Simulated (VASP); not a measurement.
# BaTiO3 (R3m) in VASP: single point with PBE+U

Aim: the single point of BaTiO3 with PBE+U.

All numbers are computed with VASP 6.6.1; they aren't measurements. Logs are shortened: lines on timing, memory, paths and dates and some standing lists are left out, and cuts for length are marked.

## 1. The cell of the first run

It takes space group R3m (No. 160, trigonal). Conventional cell: a = 5.602 Å, b = 5.602 Å, c = 6.890 Å, α = 90.00°, β = 90.00°, γ = 120.00°. Ba (site symmetry 3m) has 12 O at 2.75 to 2.87 Å and 8 Ti at 3.37 to 3.52 Å within 3.6 Å. Within 2.5 Å of Ti (site symmetry 3m) lie 6 O at 1.87 to 2.11 Å. Within 2.5 Å of O (site symmetry m) lie 2 Ti at 1.87 to 2.11 Å. Within 2.5 Å of O (site symmetry m) lie 2 Ti at 1.87 to 2.11 Å.

## 2. Single point, PBE+U, collinear spin, zero start

INCAR reads:

```
SYSTEM = BaTiO3
PREC = Accurate ; ENCUT = 520
EDIFF = 1E-6 ; ISMEAR = -1
SIGMA = 0.1 ; LREAL = .False.
LASPH = .True. ; NELM = 150
ALGO = Normal ; ISIF = 2
LWAVE = .False. ; LCHARG = .False.
ISPIN = 2 ; MAGMOM = 0 0 0 0 0 0 0 0 0 0
LORBIT = 11 ; LMAXMIX = 4
LDAU = .True. ; LDAUTYPE = 2
LDAUL = -1 2 -1 ; LDAUU = 0 5.34 0
LDAUJ = 0 0 0 ; LDAUPRINT = 1
GGA = PE ; NBANDS = 55
```

KPOINTS reads:

```
Automatic mesh
0
Gamma
  5 3 5
  0 0 0
```

POSCAR reads:

```
BaTiO3
1.0
    3.9666373700      0.0000000000      0.0000000000
    0.0227049900      7.9332351200      0.0000000000
    0.0113525000      0.0113227800      3.9666076500
Ba Ti O
2 2 6
Direct
    0.0000000000      0.0000000000      0.0000000000
    0.0000000000      0.5000000000      0.0000000000
    0.4893000000      0.2446500000      0.4893000000
    0.4893000000      0.7446500000      0.4893000000
    0.5113000000      0.2556500000      0.0200000000
    0.5113000000      0.7556500000      0.0200000000
    0.0200000000      0.2556500000      0.5113000000
    0.0200000000      0.7556500000      0.5113000000
    0.5113000000      0.0100000000      0.5113000000
    0.5113000000      0.5100000000      0.5113000000
```

Potentials or basis: VASP PAW PBE potentials, release 64 (Ba_sv, Ti_sv, O).

The run is started by

```sh
$ cat potpaw_PBE.64/Ba_sv/POTCAR potpaw_PBE.64/Ti_sv/POTCAR potpaw_PBE.64/O/POTCAR > POTCAR
$ mpirun -np 1 vasp_std > vasp.out
```

OUTCAR:

```text
SYSTEM = BaTiO3
   PREC = Accurate
   ENCUT = 520
   EDIFF = 1E-6
   ISMEAR = -1
   LREAL = .False.
   LASPH = .True.
   NELM = 150
   ISIF = 2
   ISPIN = 2
   LORBIT = 11
   GGA = PE

 ion  position               nearest neighbor table
   1  0.000  0.000  0.000-   6 2.75   8 2.75   9 2.75   7 2.80   5 2.80   6 2.80   8 2.80   9 2.80
                             9 2.80   5 2.87   7 2.87   9 2.87   3 3.37   4 3.41   3 3.41   3 3.41
   2  0.000  0.500  0.000-   5 2.75   7 2.75  10 2.75   8 2.80   6 2.80   5 2.80   7 2.80  10 2.80
                            10 2.80   6 2.87   8 2.87  10 2.87   4 3.37   3 3.41   4 3.41   4 3.41
   3  0.489  0.245  0.489-   9 1.87   7 1.87   5 1.87  10 2.11   7 2.11   5 2.11   1 3.37   2 3.41
                             1 3.41   1 3.41   2 3.46   1 3.46   2 3.46   2 3.52
   4  0.489  0.745  0.489-  10 1.87   8 1.87   6 1.87   9 2.11   8 2.11   6 2.11   2 3.37   1 3.41
                             2 3.41   2 3.41   1 3.46   2 3.46   1 3.46   1 3.52
   5  0.511  0.256  0.020-   3 1.87   3 2.11   2 2.75   1 2.80   2 2.80   1 2.87
   6  0.511  0.756  0.020-   4 1.87   4 2.11   1 2.75   2 2.80   1 2.80   2 2.87
   7  0.020  0.256  0.511-   3 1.87   3 2.11   2 2.75   1 2.80   2 2.80   1 2.87
   8  0.020  0.756  0.511-   4 1.87   4 2.11   1 2.75   2 2.80   1 2.80   2 2.87
   9  0.511  0.010  0.511-   3 1.87   4 2.11   1 2.75   1 2.80   1 2.80   1 2.87
  10  0.511  0.510  0.511-   4 1.87   3 2.11   2 2.75   2 2.80   2 2.80   2 2.87

  LATTYP: Found a base centered monoclinic cell.
 ALAT       =     5.6176959565
 B/A-ratio  =     0.9971420898
 C/A-ratio  =     1.4121924134
 COS(beta)  =    -0.0040421785

  Lattice vectors:

 A1 = (  -0.0113525000,  -0.0113227800,  -3.9666076500)
 A2 = (  -3.9666373700,   0.0000000000,   0.0000000000)
 A3 = (   0.0227049900,   7.9332351200,   0.0000000000)

Analysis of symmetry for initial positions (statically):
=====================================================================
 Subroutine PRICEL returns following result:

  LATTYP: Found a trigonal (rhomboedric) cell.
 ALAT       =     3.9666400560
 COS(alpha) =     0.0028619940
[... 12 lines left out ...]
 Subroutine GETGRP returns: Found  2 space group operations
 (whereof  2 operations were pure point group operations)
 out of a pool of  4 trial point group operations.

The static configuration has the point symmetry C_1h.

Analysis of symmetry for dynamics (positions and initial velocities):
=====================================================================
 Subroutine PRICEL returns following result:

  LATTYP: Found a trigonal (rhomboedric) cell.
 ALAT       =     3.9666400560
 COS(alpha) =     0.0028619940
[... 12 lines left out ...]
 Subroutine GETGRP returns: Found  2 space group operations
 (whereof  2 operations were pure point group operations)
 out of a pool of  4 trial point group operations.

The dynamic configuration has the point symmetry C_1h.

Analysis of structural, dynamic, and magnetic symmetry:
=====================================================================
 Subroutine PRICEL returns following result:

  LATTYP: Found a trigonal (rhomboedric) cell.
 ALAT       =     3.9666400560
 COS(alpha) =     0.0028619940
[... 12 lines left out ...]
 Subroutine GETGRP returns: Found  2 space group operations
 (whereof  2 operations were pure point group operations)
 out of a pool of  4 trial point group operations.

The overall configuration has the point symmetry C_1h.

 Subroutine INISYM returns: Found  2 space group operations
 (whereof  2 operations are pure point group operations),
 and found     2 'primitive' translations

----------------------------------------------------------------------------------------

                                     Primitive cell

  volume of cell :      62.4111

  direct lattice vectors                    reciprocal lattice vectors
     3.966637370  0.000000000  0.000000000     0.252102702 -0.000721520 -0.000719463
     0.011352495  3.966617560  0.000000000     0.000000000  0.252103961 -0.000719637
[... 173 lines left out ...]
  0.1070 -0.0006  0.0060 -0.0006 -0.0004
 -0.0006  0.1070 -0.0027 -0.0006  0.0054
  0.0060 -0.0027  0.2502 -0.0027  0.0001
 -0.0006 -0.0006 -0.0027  0.1070 -0.0054
 -0.0004  0.0054  0.0001 -0.0054  0.2502

spin component  2

  0.1070 -0.0006  0.0060 -0.0006 -0.0004
 -0.0006  0.1070 -0.0027 -0.0006  0.0054
  0.0060 -0.0027  0.2502 -0.0027  0.0001
 -0.0006 -0.0006 -0.0027  0.1070 -0.0054
 -0.0004  0.0054  0.0001 -0.0054  0.2502

 occupancies and eigenvectors

  o =  0.1058  v =  0.0000  0.0000  0.0000  0.0000  0.0000 -0.5853 -0.5820  0.0032 -0.5646 -0.0010      0.0000  0.0000  0.0000  0.0000  0.0000  0.0000  0.0000  0.0000  0.0000  0.0000
  o =  0.1058  v = -0.5857 -0.5824  0.0032 -0.5637 -0.0010  0.0000  0.0000  0.0000  0.0000  0.0000      0.0000  0.0000  0.0000  0.0000  0.0000  0.0000  0.0000  0.0000  0.0000  0.0000
  o =  0.1072  v = -0.4131 -0.3827  0.0256  0.8248  0.0445  0.0000  0.0000  0.0000  0.0000  0.0000      0.0000  0.0000  0.0000  0.0000  0.0000  0.0000  0.0000  0.0000  0.0000  0.0000
  o =  0.1072  v =  0.0000  0.0000  0.0000  0.0000  0.0000 -0.4089 -0.3883  0.0253  0.8242  0.0447      0.0000  0.0000  0.0000  0.0000  0.0000  0.0000  0.0000  0.0000  0.0000  0.0000
  o =  0.1072  v =  0.6960 -0.7160 -0.0423  0.0162  0.0298  0.0000  0.0000  0.0000  0.0000  0.0000      0.0000  0.0000  0.0000  0.0000  0.0000  0.0000  0.0000  0.0000  0.0000  0.0000
  o =  0.1072  v =  0.0000  0.0000  0.0000  0.0000  0.0000  0.6989 -0.7133 -0.0425  0.0104  0.0295      0.0000  0.0000  0.0000  0.0000  0.0000  0.0000  0.0000  0.0000  0.0000  0.0000
  o =  0.2505  v =  0.0000  0.0000  0.0000  0.0000  0.0000 -0.0378  0.0351 -0.8639 -0.0028  0.5010      0.0000  0.0000  0.0000  0.0000  0.0000  0.0000  0.0000  0.0000  0.0000  0.0000
  o =  0.2505  v = -0.0378  0.0351 -0.8638 -0.0028  0.5011  0.0000  0.0000  0.0000  0.0000  0.0000      0.0000  0.0000  0.0000  0.0000  0.0000  0.0000  0.0000  0.0000  0.0000  0.0000
  o =  0.2506  v =  0.0185  0.0234  0.5013 -0.0420  0.8637  0.0000  0.0000  0.0000  0.0000  0.0000      0.0000  0.0000  0.0000  0.0000  0.0000  0.0000  0.0000  0.0000  0.0000  0.0000
  o =  0.2506  v =  0.0000  0.0000  0.0000  0.0000  0.0000  0.0185  0.0234  0.5012 -0.0420  0.8638      0.0000  0.0000  0.0000  0.0000  0.0000  0.0000  0.0000  0.0000  0.0000  0.0000

 number of electron      80.0000021 magnetization       0.0000000

 Free energy of the ion-electron system (eV)
  ---------------------------------------------------
  ext. energy  EPLUGINS =         0.00000000
  ---------------------------------------------------
  free energy    TOTEN  =       -72.32538295 eV

  energy without entropy =      -72.32538266  energy(sigma->0) =      -72.32538281

 E-fermi :   5.6737     XC(G=0): -11.3961

 val. band max:        4.0961088341   @ k =   0.4000   0.0000   0.4000
 cond. band min:       7.1384769058   @ k =   0.0000   0.0000   0.0000
 fundamental gap:      3.0423680717
 Fermi energy:         5.6736898358

 spin component 1

 k-point     1 :       0.0000    0.0000    0.0000
  band No.  band energies     occupation
      1     -53.4398      1.00000
      2     -53.4387      1.00000
      3     -29.6908      1.00000
      4     -29.6425      1.00000
      5     -29.6394      1.00000
      6     -29.6394      1.00000
[... 1309 lines left out ...]
     51      11.8720      0.00000
     52      12.0809      0.00000
 Fermi energy:         5.6736898358

 spin component 2

 k-point     1 :       0.0000    0.0000    0.0000
  band No.  band energies     occupation
      1     -53.4398      1.00000
      2     -53.4387      1.00000
      3     -29.6908      1.00000
      4     -29.6425      1.00000
      5     -29.6394      1.00000
      6     -29.6394      1.00000
[... 1309 lines left out ...]
     51      11.8720      0.00000
     52      12.0809      0.00000
 [bands above 52 left out]

------------------------ aborting loop because EDIFF is reached ----------------------------------------

  FORCE on cell =-STRESS in cart. coord.  units (eV):
  Direction    XX          YY          ZZ          XY          YZ          ZX
  --------------------------------------------------------------------------------------
  -------------------------------------------------------------------------------------
  Total       13.3756424     13.3773176     13.3797177     -0.3557758     -0.3537371     -0.3550636
  in kB      171.6853197    171.7068215    171.7376293     -4.5666208     -4.5404529     -4.5574789
  external PRESSURE =     171.7099235 kB  Pullay stress =       0.0000000 kB

 VOLUME and BASIS-vectors are now :
 -----------------------------------------------------------------------------
  energy-cutoff  :      520.00
  volume of cell :      124.82
      direct lattice vectors                 reciprocal lattice vectors
     3.966637370  0.000000000  0.000000000     0.252102702 -0.000721520 -0.000719463
     0.022704990  7.933235120  0.000000000     0.000000000  0.126051981 -0.000359819
     0.011352500  0.011322780  3.966607650     0.000000000  0.000000000  0.252104591

 POSITION                                       TOTAL-FORCE (eV/Angst)
 -----------------------------------------------------------------------------------
      0.00000      0.00000      0.00000         0.038174      0.037907      0.037957
      0.01135      3.96662      0.00000         0.038174      0.037907      0.037957
      1.95199      1.94641      1.94086         0.975762      0.970022      0.970210
      1.96334      5.91302      1.94086         0.975762      0.970022      0.970210
      2.03417      2.02836      0.07933         0.043218      0.043123     -1.098486
      2.04553      5.99498      0.07933         0.043218      0.043123     -1.098486
      0.09094      2.03392      2.02813        -1.098230      0.046391      0.046229
      0.10229      6.00054      2.02813        -1.098230      0.046391      0.046229
      2.03417      0.08512      2.02813         0.041076     -1.097443      0.044090
      2.04553      4.05174      2.02813         0.041076     -1.097443      0.044090
 -----------------------------------------------------------------------------------
    total drift:                                0.000760      0.000853      0.000831

  FREE ENERGIE OF THE ION-ELECTRON SYSTEM (eV)
  ---------------------------------------------------
  free  energy   TOTEN  =       -72.3253829488 eV

  energy  without entropy=      -72.3253826639  energy(sigma->0) =      -72.32538281

 total charge

# of ion       s       p       d       tot
------------------------------------------
    1        2.011   5.659   0.358   8.028
    2        2.011   5.659   0.358   8.028
    3        2.243   6.320   1.614  10.178
    4        2.243   6.320   1.614  10.178
    5        1.565   3.513   0.000   5.079
    6        1.565   3.513   0.000   5.079
    7        1.565   3.513   0.000   5.079
    8        1.565   3.513   0.000   5.079
    9        1.565   3.513   0.000   5.079
   10        1.565   3.513   0.000   5.079
--------------------------------------------------
tot         17.902  45.037   3.944  66.883

 magnetization (x)

# of ion       s       p       d       tot
------------------------------------------
    1       -0.000   0.000  -0.000  -0.000
    2       -0.000   0.000  -0.000  -0.000
    3       -0.000  -0.000  -0.000  -0.000
    4       -0.000  -0.000  -0.000  -0.000
    5        0.000   0.000   0.000   0.000
    6        0.000   0.000   0.000   0.000
    7        0.000   0.000   0.000   0.000
    8        0.000   0.000   0.000   0.000
    9       -0.000   0.000   0.000   0.000
   10       -0.000   0.000   0.000   0.000
--------------------------------------------------
tot         -0.000   0.000  -0.000   0.000
```

Wall time 3.3 min (1 thread of AMD EPYC 9R45 (Zen 5), shared host); peak memory 0.39 GiB.

What came out:

| Quantity | Value |
| --- | --- |
| Free energy | -72.3254 eV |
| Pressure | 17.2 GPa |
| Largest force | 1.684 eV/Å |
| Band gap on the k mesh | 3.04 eV |
| Net moment | 0.00 μB per cell |
| Valence electrons inside the program's atomic spheres | Ba 8.03; Ti 10.18; O 5.08 |

Forces in eV/Å, atoms in the order of the input:
```
Ba   0.038  0.038  0.038
Ba   0.038  0.038  0.038
Ti   0.976  0.970  0.970
Ti   0.976  0.970  0.970
O    0.043  0.043 -1.098
O    0.043  0.043 -1.098
O   -1.098  0.046  0.046
O   -1.098  0.046  0.046
O    0.041 -1.097  0.044
O    0.041 -1.097  0.044
```

Stress tensor (GPa, compression positive):
```
17.17 -0.46 -0.46
-0.46 17.17 -0.45
-0.46 -0.45 17.17
```

Eigenvalues of the final occupation matrices:
| site | spin | trace | eigenvalues |
| --- | --- | --- | --- |
| site 3 d | 1 | 0.82 | 0.11 0.11 0.11 0.25 0.25 |
| site 3 d | 2 | 0.82 | 0.11 0.11 0.11 0.25 0.25 |
| site 4 d | 1 | 0.82 | 0.11 0.11 0.11 0.25 0.25 |
| site 4 d | 2 | 0.82 | 0.11 0.11 0.11 0.25 0.25 |

Caveat: the cell stands under pressure; spin-orbit coupling is left out, which moves the levels of the heavy elements; forces of over 1 eV/Å act on the atoms, so gaps and moduli don't describe the material at rest. A k mesh can miss the band edges.
